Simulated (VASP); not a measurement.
A run of VASP 6.6.1:

File INCAR:

```
SYSTEM = ScB2
ALGO = Normal
EDIFF = 1E-6
ENCUT = 520
GGA = PS
ISIF = 2
ISMEAR = -1
LASPH = .True.
LCHARG = .False.
LREAL = .False.
LWAVE = .False.
NBANDS = 16
NELM = 60
PREC = Accurate
SIGMA = 0.03
```

KPOINTS

```
k-points
0
Gamma
  12 12 9
  0 0 0
```

File POSCAR:

```
ScB2
1.0
    3.1499999905      0.0000000000      0.0000000000
   -1.5749999953      2.7279800137      0.0000000000
    0.0000000000      0.0000000000      3.4496000000
Sc B
1 2
Direct
    0.0000000000      0.0000000000      0.0000000000
    0.3333333333      0.6666666667      0.5000000000
    0.6666666667      0.3333333333      0.5000000000
```

Potentials or basis: VASP PAW PBE potentials, release 64 (Sc_sv, B).

The run is started by

```sh
$ cat potpaw_PBE.64/Sc_sv/POTCAR potpaw_PBE.64/B/POTCAR > POTCAR
$ mpirun -np 1 vasp_std > vasp.out
```

Hardware: 1 thread of Intel(R) Xeon(R) 6975P-C (Granite Rapids), on a shared host.

Problem. How long does it take, and how much memory?

Solution. Wall time 18 s on 1 thread of Intel(R) Xeon(R) 6975P-C (Granite Rapids), on a shared host, peak memory 0.17 GiB. Counts: scf iterations 13, k points 95.
